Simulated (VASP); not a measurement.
Here is a VASP 6.6.1 calculation.

Contents of INCAR:

```
SYSTEM = MnO2
ALGO     = Normal         ! electronic algorithm
EDIFF    = 1E-7           ! SCF threshold, eV
ENCUT    = 520            ! plane-wave cutoff, eV
ISIF     = 2              ! what is computed and relaxed
ISMEAR   = 0              ! smearing method
ISPIN    = 2              ! spin polarisation
LASPH    = .TRUE.         ! aspherical terms in the spheres
LCHARG   = .FALSE.        ! write CHGCAR
LDAU     = .TRUE.         ! DFT+U
LDAUJ    = 0 0          
LDAUL    = 2 -1           ! shell
LDAUPRINT= 1            
LDAUTYPE = 2            
LDAUU    = 4 0            ! U, eV
LMAXMIX  = 4              ! l up to which the mixer works
LORBIT   = 11             ! projections on sites
LREAL    = .FALSE.        ! projectors in reciprocal space
LWAVE    = .FALSE.        ! write WAVECAR
MAGMOM   = 2.89 2.89 -0.04 -0.04 -0.04 -0.04 ! initial moments
NBANDS   = 38             ! bands
NELM     = 150            ! most SCF steps
NUPDOWN  = 6.0            ! fixed moment
PREC     = Accurate       ! precision mode
SIGMA    = 0.05           ! smearing width, eV
```

KPOINTS

```
k-points
0
G
  4 4 7
  0 0 0
```

POSCAR

```
MnO2
1.0
    4.3959987700      0.0000000000      0.0000000000
    0.0000000000      4.3959987700      0.0000000000
    0.0000000000      0.0000000000      2.8709991900
Mn O
2 4
Direct
    0.0000000000      0.0000000000      0.0000000000
    0.5000000000      0.5000000000      0.5000000000
    0.3020000000      0.3020000000      0.0000000000
    0.1980000000      0.8020000000      0.5000000000
    0.6980000000      0.6980000000      0.0000000000
    0.8020000000      0.1980000000      0.5000000000
```

Potentials or basis: VASP PAW LDA potentials, release 64 (Mn_pv, O).

The run is started by

```console
$ cat potpaw_LDA.64/Mn_pv/POTCAR potpaw_LDA.64/O/POTCAR > POTCAR
$ mpirun -np 1 vasp_std > vasp.out
```

Question: Estimate the pressure.

Answer: -5.4 GPa.

Question: Predict the largest force.

Answer: 0.529 eV/Å.

Forces on the atoms (eV/Å):
```
Mn   0.000  0.000  0.000
Mn   0.000  0.000  0.000
O    0.374  0.374  0.000
O   -0.374  0.374  0.000
O   -0.374 -0.374  0.000
O    0.374 -0.374  0.000
```

Caveat: the total moment is fixed, so each spin has its own Fermi level. The state reached can hang on the start; a lower one may exist.
